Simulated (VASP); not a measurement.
Input of a VASP 6.6.1 run:

Contents of INCAR:

```
PREC = Accurate ; ENCUT = 520
EDIFF = 1E-7 ; ISMEAR = -1
SIGMA = 0.05 ; LREAL = F
LASPH = T ; NELM = 60
ALGO = Normal ; ISIF = 2
LWAVE = F ; LCHARG = F
GGA = PE ; NBANDS = 12
```

File KPOINTS:

```
regular mesh
0
Gamma
  17 17 17
```

Contents of POSCAR:

```
Ag
1.0
    0.0000000000      1.9939092375      1.9939092375
    1.9939092375      0.0000000000      1.9939092375
    1.9939092375      1.9939092375      0.0000000000
Ag
1
Direct
    0.0000000000      0.0000000000      0.0000000000
```

Potentials or basis: VASP PAW PBE potentials, release 64 (Ag).

The run is started by

```bash
$ cat potpaw_PBE.64/Ag/POTCAR > POTCAR
$ mpirun -np 1 vasp_std > vasp.out
```

Predict the pressure.

14.7 GPa.
